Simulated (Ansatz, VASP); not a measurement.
## W in VASP and in Ansatz

```xyz
1
Lattice="0.0000 1.8778 2.0300 2.0300 0.0000 2.0300 2.0300 1.8778 0.0000" Properties=species:S:1:pos:R:3 pbc="T T T"
W     0.0000    0.0000    0.0000
```

Change from the starting cell: strain -0.0750 x Voigt [0, 1, 0, 0, 0, 0], atoms carried along.

Alike in both runs: task single point; functional r2SCAN; k mesh 20 × 20 × 20; occupations gaussian, width 0.15 eV; no spin polarisation.

```csv
,VASP,Ansatz
version,VASP 6.6.1,Ansatz 0.2.0
potentials or method,"VASP PAW PBE potentials, release 64 (W_sv), cutoff 520 eV","scalar-relativistic, plane waves, PAW"
valence electrons in the cell,14,14
```

```tsv
	VASP	Ansatz	Ansatz less VASP
gap on the k mesh at the Fermi level (eV)	none	none	-
pressure (GPa)	16.4	15.0	-1.41
traceless stress, the component that is largest in VASP (GPa)	-19.40	-19.33	+0.073
```

VASP's potentials were made for PBE, not for r2SCAN. A gap of «none» marks a metal or a gap that the smearing closes.

Spin-orbit coupling is off throughout.
